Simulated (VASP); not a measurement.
# CuSi16 (a cell with a defect) in VASP: a series of runs

The runs below take CuSi16 (a cell with a defect) through single point, with PBE+D3(BJ).

Everything below comes from runs of VASP 6.6.1. Logs are shortened: lines on timing, memory, paths and dates and some standing lists are left out, and cuts for length are marked.

### 1 The cell of the first run

The cell holds a defect, 17 atoms: a = 7.679 Å, b = 7.679 Å, c = 7.679 Å, α = 60.00°, β = 60.00°, γ = 60.00°.

### 2 Single point, PBE+D3(BJ), collinear spin, zero start

Contents of INCAR:

```
SYSTEM = CuSi16
PREC = Accurate ; ENCUT = 520
EDIFF = 1E-6 ; ISMEAR = 0
SIGMA = 0.05 ; LREAL = .False.
LASPH = .True. ; NELM = 200
ALGO = Normal ; ISIF = 2
LWAVE = .False. ; LCHARG = .True.
ISPIN = 2 ; MAGMOM = 0 0 0 0 0 0 0 0 0 0 0 0 0 0 0 0 0
LORBIT = 11 ; LMAXMIX = 4
GGA = PE ; IVDW = 12
LELF = .True. ; LVHAR = .True.
NBANDS = 56 ; GGA_COMPAT = .False.
```

Contents of KPOINTS:

```
Automatic mesh
0
Gamma
  2 2 2
  0 0 0
```

Contents of POSCAR:

```
CuSi16
1.0
    0.0000000000      5.4300000000      5.4300000000
    5.4300000000      0.0000000000      5.4300000000
    5.4300000000      5.4300000000      0.0000000000
Si Cu
16 1
Direct
    0.0345734807     -0.0085972376     -0.0131162063
    0.1310123389      0.1302664825      0.1263937385
   -0.0054227440      0.0056048803      0.4996593923
    0.1307583794      0.1302156538      0.6121451197
   -0.0061618785      0.5035029466      0.0024935543
    0.1299403315      0.6168434622      0.1263469613
   -0.0063903315      0.5034490792      0.4996227440
    0.1089353591      0.6322349908      0.6290213628
    0.5046942910      0.0103331492      0.0055294659
    0.6587404236      0.1178997238      0.1117906998
    0.5043536832      0.0103352670      0.4794925414
    0.6213657459      0.1351861878      0.6216318600
    0.5033827808      0.4852930939      0.0055170350
    0.6205909761      0.6266585635      0.1308703499
    0.4826523020      0.5085049724      0.5041987109
    0.6203525783      0.6266488950      0.6216658379
    0.4659781768      0.8481787293      0.8428072744
```

Potentials or basis: VASP PAW PBE potentials, release 64 (Si, Cu).

Run with:

```
$ cat potpaw_PBE.64/Si/POTCAR potpaw_PBE.64/Cu/POTCAR > POTCAR
$ mpirun -np 1 vasp_std > vasp.out
```

OUTCAR:

```text
SYSTEM = CuSi16
   PREC = Accurate
   ENCUT = 520
   EDIFF = 1E-6
   ISMEAR = 0
   LREAL = .False.
   LASPH = .True.
   NELM = 200
   ISIF = 2
   ISPIN = 2
   LORBIT = 11
   GGA = PE
   IVDW = 12
 IVDW          = 12

 ion  position               nearest neighbor table
   1  0.035  0.991  0.987-  10 2.36   6 2.36   4 2.36   2 2.36  17 2.70
   2  0.131  0.130  0.126-   5 2.34   3 2.34   9 2.34   1 2.36
   3  0.995  0.006  0.500-  12 2.34   8 2.34   4 2.34   2 2.34
   4  0.131  0.130  0.612-   7 2.34   3 2.34  11 2.34   1 2.36
   5  0.994  0.504  0.002-  14 2.34   2 2.34   6 2.34   8 2.34
   6  0.130  0.617  0.126-  13 2.34   7 2.34   5 2.34   1 2.36
   7  0.994  0.503  0.500-  16 2.34   4 2.34   6 2.34   8 2.34
   8  0.109  0.632  0.629-   3 2.34   5 2.34   7 2.34  15 2.34
   9  0.505  0.010  0.006-  10 2.32   2 2.34  17 2.34  14 2.41  12 2.41
  10  0.659  0.118  0.112-  13 2.31  11 2.32   9 2.32   1 2.36
  11  0.504  0.010  0.479-  10 2.32   4 2.34  17 2.34  16 2.41  12 2.41
  12  0.621  0.135  0.622-   3 2.34  15 2.34   9 2.41  11 2.41  17 2.45
  13  0.503  0.485  0.006-  10 2.31   6 2.34  17 2.34  16 2.41  14 2.41
  14  0.621  0.627  0.131-   5 2.34  15 2.34   9 2.41  13 2.41  17 2.46
  15  0.483  0.509  0.504-  16 2.34  14 2.34  12 2.34   8 2.34
  16  0.620  0.627  0.622-   7 2.34  15 2.34  11 2.41  13 2.41  17 2.46
  17  0.466  0.848  0.843-  13 2.34  11 2.34   9 2.34  12 2.45  14 2.46  16 2.46   1 2.70

  LATTYP: Found a face centered cubic cell.
 ALAT       =    10.8600000000

  Lattice vectors:

 A1 = (   0.0000000000,   5.4300000000,   5.4300000000)
 A2 = (   5.4300000000,   0.0000000000,   5.4300000000)
 A3 = (   5.4300000000,   5.4300000000,   0.0000000000)

Analysis of symmetry for initial positions (statically):
=====================================================================
 Subroutine PRICEL returns:
 Original cell was already a primitive cell.

 Routine SETGRP: Setting up the symmetry group for a
 face centered cubic supercell.

 Subroutine GETGRP returns: Found  1 space group operations
 (whereof  1 operations were pure point group operations)
 out of a pool of 48 trial point group operations.

The static configuration has the point symmetry C_1 .

Analysis of symmetry for dynamics (positions and initial velocities):
=====================================================================
 Subroutine PRICEL returns:
 Original cell was already a primitive cell.

 Routine SETGRP: Setting up the symmetry group for a
 face centered cubic supercell.

 Subroutine GETGRP returns: Found  1 space group operations
 (whereof  1 operations were pure point group operations)
 out of a pool of 48 trial point group operations.

The dynamic configuration has the point symmetry C_1 .

Analysis of structural, dynamic, and magnetic symmetry:
=====================================================================
 Subroutine PRICEL returns:
 Original cell was already a primitive cell.

 Routine SETGRP: Setting up the symmetry group for a
 face centered cubic supercell.

 Subroutine GETGRP returns: Found  1 space group operations
 (whereof  1 operations were pure point group operations)
 out of a pool of 48 trial point group operations.

The overall configuration has the point symmetry C_1 .

 Subroutine INISYM returns: Found  1 space group operations
 (whereof  1 operations are pure point group operations),
 and found     1 'primitive' translations

----------------------------------------------------------------------------------------

                                     Primitive cell

  volume of cell :     320.2060

  direct lattice vectors                    reciprocal lattice vectors
     0.000000000  5.430000000  5.430000000    -0.092081031  0.092081031  0.092081031
     5.430000000  0.000000000  5.430000000     0.092081031 -0.092081031  0.092081031
     5.430000000  5.430000000  0.000000000     0.092081031  0.092081031 -0.092081031

  length of vectors
     7.679179644  7.679179644  7.679179644     0.159489025  0.159489025  0.159489025

  position of ions in fractional coordinates (direct lattice)
     0.034573481  0.991402762  0.986883794
     0.131012339  0.130266482  0.126393738
     0.994577256  0.005604880  0.499659392
     0.130758379  0.130215654  0.612145120
     0.993838121  0.503502947  0.002493554
     0.129940332  0.616843462  0.126346961
[... 9 lines left out ...]
     0.620352578  0.626648895  0.621665838
     0.465978177  0.848178729  0.842807274

  ion indices of the primitive-cell ions
[... 65 lines left out ...]
   ISTART =      0    job   : 0-new  1-cont  2-samecut
   ICHARG =      2    charge: 1-file 2-atom 10-const
   ISPIN  =      2    spin polarized calculation?
   LNONCOLLINEAR =      F non collinear calculations
   LSORBIT =      F    spin-orbit coupling
   LASPH  =      T    aspherical Exc in radial PAW
   ENCUT  =  520.0 eV  38.22 Ry    6.18 a.u.  14.28 14.28 14.28*2*pi/ulx,y,z
   NELM   =    200;   NELMIN=  2; NELMDL= -5     # of ELM steps
   EDIFF  = 0.1E-05   stopping-criterion for ELM
   LREAL  =      F    real-space projection
   EDIFFG = 0.1E-04   stopping-criterion for IOM
   NSW    =      0    number of steps for IOM
   IBRION =     -1    ionic relax: 0-MD 1-quasi-New 2-CG
   NFREE  =      0    steps in history (QN), initial steepest desc. (CG)
   ISIF   =      2    stress and relaxation
   ISYM   =      2    0-nonsym 1-usesym 2-fastsym
   POTIM  = 0.5000    time-step for ionic-motion
   TEBEG  =    0.0;   TEEND  =   0.0 temperature during run
   PSTRESS=    0.0 pullay stress
   NELECT =      75.0000    total number of electrons
   NUPDOWN=      -1.0000    fix difference up-down
   EMIN   =  10.00;   EMAX   =-10.00  energy-range for DOS
   EFERMI =   0.00;   METHOD = LEGACY
   ISMEAR =     0;   SIGMA  =   0.05  broadening in eV -4-tet -1-fermi 0-gaus
   EFERMI_NEDOS =   21; number of points for ismear=-14 and -15
   IALGO  =     38    algorithm
   IMIX   =      4    mixing-type and parameters
     AMIX     =   0.40;   BMIX     =  1.00
     AMIX_MAG =   1.60;   BMIX_MAG =  1.00
  volume/ion in A,a.u.               =      18.84       127.11
  Fermi-wavevector in a.u.,A,eV,Ry     =   1.009142  1.907001 13.855720  1.018367
  Thomas-Fermi vector in A             =   2.142052
   LORBIT       =     11    0 simple, 1 ext, 2 COOP (PROOUT), +10 PAW based schemes
   GGA     = PE    functional components
   LHFCALC =     F    Hartree Fock is set to
   AEXX    =    0.0000 exact exchange contribution
   IVDW    =    12    specifies the selected vdW correction
   LEPSILON=     F    determine dielectric tensor
   LRPA    =     F    only Hartree local field effects (RPA)
 spin polarized calculation
 Gauss-broadening in eV      SIGMA  =   0.05
  energy-cutoff  :      520.00
  volume of cell :      320.21
 maximum number of plane-waves:      8646
 NGX is ok and might be reduce to    60
   NGX = 29   NGY = 29   NGZ = 29

 number of electron      75.0000000 magnetization       0.0014212

 number of electron      75.0000000 magnetization      -0.0023914

 Free energy of the ion-electron system (eV)
  ---------------------------------------------------
  ext. energy  EPLUGINS =         0.00000000
  ---------------------------------------------------
  free energy    TOTEN  =       -87.47851495 eV

  energy without entropy =      -87.46251708  energy(sigma->0) =      -87.47051602

 E-fermi :   6.9087     XC(G=0):  -9.6741

 val. band max:        6.8779665589   @ k =   0.5000   0.0000   0.0000
 cond. band min:       6.9273347589   @ k =   0.5000   0.5000   0.5000
 fundamental gap:      0.0493682000
 Fermi energy:         6.9087051580

 spin component 1

 k-point     1 :       0.0000    0.0000    0.0000
  band No.  band energies     occupation
      1      -5.9319      1.00000
      2      -3.5834      1.00000
      3      -3.5457      1.00000
      4      -3.5454      1.00000
      5      -3.4586      1.00000
      6      -1.9982      1.00000
[... 405 lines left out ...]
     48      10.4246      0.00000
     49      10.4324      0.00000
 Fermi energy:         6.9087051580

 spin component 2

 k-point     1 :       0.0000    0.0000    0.0000
  band No.  band energies     occupation
      1      -5.9321      1.00000
      2      -3.5835      1.00000
      3      -3.5459      1.00000
      4      -3.5455      1.00000
      5      -3.4588      1.00000
      6      -1.9985      1.00000
[... 405 lines left out ...]
     48      10.4244      0.00000
     49      10.4322      0.00000
 [bands above 49 left out]

------------------------ aborting loop because EDIFF is reached ----------------------------------------

 Edisp (eV)   -5.67194

 E8    (eV) :    -2.3527

  FORCE on cell =-STRESS in cart. coord.  units (eV):
  Direction    XX          YY          ZZ          XY          YZ          ZX
  --------------------------------------------------------------------------------------
  -------------------------------------------------------------------------------------
  Total       2.64146     2.62578     2.59427     0.55332    -0.62886     0.59800
  in kB      13.21678    13.13828    12.98063     2.76861    -3.14658     2.99213
  external pressure =       13.11 kB  Pullay stress =        0.00 kB

 VOLUME and BASIS-vectors are now :
 -----------------------------------------------------------------------------
  energy-cutoff  :      520.00
  volume of cell :      320.21
      direct lattice vectors                 reciprocal lattice vectors
     0.000000000  5.430000000  5.430000000    -0.092081031  0.092081031  0.092081031
     5.430000000  0.000000000  5.430000000     0.092081031 -0.092081031  0.092081031
     5.430000000  5.430000000  0.000000000     0.092081031  0.092081031 -0.092081031

 POSITION                                       TOTAL-FORCE (eV/Angst)
 -----------------------------------------------------------------------------------
     10.74210      5.54651      5.57105         0.009681     -0.008975     -0.008628
      1.39367      1.39772      1.41874         0.004905      0.002175      0.004831
      2.74359      8.11371      5.43099         0.004339     -0.004638     -0.005122
      4.03102      4.03397      1.41709        -0.001545     -0.005869      0.004594
      2.74756      5.41008      8.13056         0.001290     -0.009002      0.000474
      4.03552      1.39164      4.05504        -0.003121      0.003124     -0.005465
[... 9 lines left out ...]
      6.77835      6.74416      6.77122        -0.014300     -0.000184     -0.004512
      9.18205      7.10671      7.13587        -0.014032      0.017437      0.015377
 -----------------------------------------------------------------------------------
    total drift:                               -0.000070      0.000022     -0.000100

  FREE ENERGIE OF THE ION-ELECTRON SYSTEM (eV)
  ---------------------------------------------------
  free  energy   TOTEN  =       -93.1504548290 eV

  energy  without entropy=      -93.1344569558  energy(sigma->0) =      -93.14245589

 total charge

# of ion       s       p       d       tot
------------------------------------------
    1        0.738   0.953   0.000   1.692
    2        0.742   0.950   0.000   1.692
    3        0.740   0.959   0.000   1.699
    4        0.742   0.950   0.000   1.693
    5        0.741   0.959   0.000   1.699
    6        0.742   0.951   0.000   1.693
[... 9 lines left out ...]
   16        0.732   0.950   0.000   1.683
   17        0.489   0.444   9.213  10.145
--------------------------------------------------
tot         12.334  15.700   9.213  37.246

 magnetization (x)

# of ion       s       p       d       tot
------------------------------------------
    1       -0.000  -0.000   0.000  -0.000
    2       -0.000  -0.000   0.000  -0.000
    3       -0.000  -0.000   0.000  -0.000
    4       -0.000  -0.000   0.000  -0.000
    5       -0.000  -0.000   0.000  -0.000
    6       -0.000  -0.000   0.000  -0.000
[... 9 lines left out ...]
   16       -0.000  -0.000   0.000  -0.000
   17       -0.000  -0.000   0.000  -0.000
--------------------------------------------------
tot         -0.000  -0.000   0.000  -0.001
```

It took 7.4 min on 1 thread of Intel Xeon 6975P-C (Granite Rapids), shared host; peak memory 0.73 GiB.

What came out:

| Quantity | Value |
| --- | --- |
| Free energy | -93.1505 eV |
| Pressure | 1.3 GPa |
| Largest force | 0.027 eV/Å |
| Net moment | 0.00 μB per cell |
| Valence electrons inside the program's atomic spheres | Si 1.69, 1.70, 1.71, 1.68 (each value once); Cu 10.14 |
| Dispersion energy per atom | -0.334 eV |

Forces on the atoms (eV/Å):
```
Si   0.010 -0.009 -0.009
Si   0.005  0.002  0.005
Si   0.004 -0.005 -0.005
Si  -0.002 -0.006  0.005
Si   0.001 -0.009  0.000
Si  -0.003  0.003 -0.005
Si   0.011  0.000  0.002
Si   0.006 -0.004 -0.002
Si   0.017  0.010  0.008
Si  -0.014  0.008 -0.003
Si  -0.012 -0.013  0.009
Si   0.004 -0.007  0.016
Si  -0.014  0.013 -0.009
Si   0.000  0.015 -0.006
Si   0.014 -0.016 -0.016
Si  -0.014  0.000 -0.005
Cu  -0.014  0.017  0.015
```

Stress tensor (GPa, compression positive):
```
 1.32  0.28  0.30
 0.28  1.31 -0.31
 0.30 -0.31  1.30
```

Levels at points of the mesh, in eV from the Fermi level:
Spin up:
| k point | band 35 | band 36 | band 37 | band 38 | band 39 | band 40 |
| --- | --- | --- | --- | --- | --- | --- |
| (0.00, 0.00, 0.00) | -1.14 | -0.68 | -0.54 | -0.53 | -0.23 | 0.03 |
| (0.50, 0.00, 0.00) | -1.45 | -1.09 | -1.08 | -0.03 | 0.44 | 0.82 |
| (0.00, 0.50, 0.00) | -1.42 | -1.42 | -1.30 | 0.03 | 0.56 | 0.67 |
| (0.00, 0.00, 0.50) | -1.42 | -1.41 | -1.30 | 0.02 | 0.57 | 0.67 |
| (0.50, 0.50, 0.50) | -1.42 | -1.41 | -1.30 | 0.02 | 0.57 | 0.67 |
| (0.50, 0.50, 0.00) | -2.03 | -1.98 | -1.63 | 0.12 | 0.43 | 1.41 |
| (0.00, 0.50, 0.50) | -2.03 | -1.98 | -1.63 | 0.12 | 0.43 | 1.41 |
| (0.50, 0.00, 0.50) | -2.03 | -1.98 | -1.63 | 0.12 | 0.43 | 1.41 |
Spin down:
```tsv
k point	band 34	band 35	band 36	band 37	band 38	band 39	band 40	band 41
(0.00, 0.00, 0.00)	-1.58	-1.14	-0.68	-0.54	-0.53	-0.23	0.03	0.03
(0.50, 0.00, 0.00)	-1.45	-1.45	-1.09	-1.08	-0.03	0.44	0.82	0.84
(0.00, 0.50, 0.00)	-1.45	-1.42	-1.42	-1.30	0.03	0.56	0.67	0.77
(0.00, 0.00, 0.50)	-1.45	-1.42	-1.41	-1.30	0.02	0.57	0.67	0.78
(0.50, 0.50, 0.50)	-1.45	-1.42	-1.41	-1.30	0.02	0.57	0.67	0.78
(0.50, 0.50, 0.00)	-2.03	-2.03	-1.98	-1.63	0.12	0.43	1.41	1.50
(0.00, 0.50, 0.50)	-2.03	-2.03	-1.98	-1.63	0.12	0.43	1.41	1.50
(0.50, 0.00, 0.50)	-2.03	-2.03	-1.98	-1.63	0.12	0.43	1.41	1.50
```

Caveat: the k points lie up to 0.50 Å⁻¹ apart.

(Continued in part 2 of 2.)
